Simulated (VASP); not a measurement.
Runs of VASP 6.6.1 on WC. The structure is that of space group P-6m2 (No. 187), or close to it. The cells are those of the table. The cell was generated, and may not be a known phase.

```tsv
cell	gap on the mesh (eV)	pressure (GPa)
a = 2.921, b = 2.921, c = 2.845 Å, angles 90.0, 90.0, 120.0°, 2 atoms	none	(a)
a = 2.907, b = 2.907, c = 2.837 Å, angles 90.0, 90.0, 120.0°, 2 atoms	none	6.6
a = 2.926, b = 2.926, c = 2.842 Å, angles 90.0, 90.0, 120.0°, 2 atoms	none	0.8
a = 2.926, b = 2.926, c = 2.841 Å, angles 90.0, 90.0, 120.0°, 2 atoms	none	1.0
```

Alike in all rows: task single point; level PBE; potentials or basis VASP PAW PBE potentials, release 64 (W_sv, C); no spin polarisation; k mesh 6 × 6 × 6; cutoff (eV) 600; smearing gaussian 0.1 eV.

Problem. Estimate the missing entries.

Solution. (a) 1.6.

Caveats: all runs use coarse meshes; spin-orbit coupling is left out, which moves the levels of the heavy elements.

A k mesh can miss the band edges, and the runs leave out spin-orbit coupling on W.

A gap of «none» marks levels without a gap at the run's occupations.
